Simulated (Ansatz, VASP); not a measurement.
# Cr: VASP beside Ansatz

INCAR

```
  PREC = Accurate
  ENCUT = 520
  EDIFF = 1E-6
  ISMEAR = -1
  SIGMA = 0.008617333262145177
  LREAL = F
  LASPH = T
  NELM = 150
  ALGO = Normal
  ISIF = 2
  LWAVE = F
  LCHARG = F
  ISPIN = 2
  MAGMOM = -3 3
  LORBIT = 11
  LMAXMIX = 4
  GGA = PE
  NBANDS = 23
```

File KPOINTS:

```
Automatic mesh
0
Gamma
  6 6 6
```

The input POSCAR:

```
Cr
1.0
    2.9688993551      0.0000000000      0.0000000000
    0.0000000000      2.9688993551      0.0000000000
    0.0000000000      0.0000000000      2.9688993551
Cr
2
Direct
    0.0000000000      0.0000000000      0.0000000000
    0.5000000000      0.5000000000      0.5000000000
```

Input for Ansatz:

```yaml
crystal:
  lattice:
    - [2.9688993551, 0.0, 0.0]
    - [0.0, 2.9688993551, 0.0]
    - [0.0, 0.0, 2.9688993551]
  atoms:
    - { symbol: Cr, position: [0.0, 0.0, 0.0], spin: -3.0 }
    - { symbol: Cr, position: [0.5, 0.5, 0.5], spin: 3.0 }
basis:
  ecutwfc: 420
kpoints:
  mp_grid: { grid: [6, 6, 6] }
hamiltonian:
  xc: pbe
scf:
  occupations: { method: fermi_dirac, width: "100 K" }
  lower_state_search: "off"
output:
  forces: true
  stress: true
  eigenvalues: true
  populations: true
magnetization:
  spin_polarized: true
```

Alike in both runs: task single point; functional PBE; k mesh 6 × 6 × 6; collinear spin.

|  | VASP | Ansatz |
| --- | --- | --- |
| version | VASP 6.6.1 | Ansatz 0.2.0 |
| potentials or method | VASP PAW PBE potentials, release 64 (Cr_pv), cutoff 520 eV | scalar-relativistic, plane waves, PAW |
| occupations | fermi-dirac, width 0.00861733 eV | fermi-dirac |
| valence electrons in the cell | 24 | 28 |

|  | VASP | Ansatz | Ansatz less VASP |
| --- | --- | --- | --- |
| gap on the k mesh at the Fermi level (eV) | none | none | - |
| pressure (GPa) | -13.5 | -13.7 | -0.28 |
| net moment per atom (μB) | 0.00 | 0.00 | 0.000 |
| size of the moment on the site where the two differ most (μB) | 1.78 | 1.67 | -0.111 |

Site moments also hang on the region over which each program counts them. A gap of «none» marks a metal or a gap that the smearing closes. VASP's potentials hold 24 valence electrons a cell and Ansatz's 28, so a difference there can come from the potentials and not from the codes.
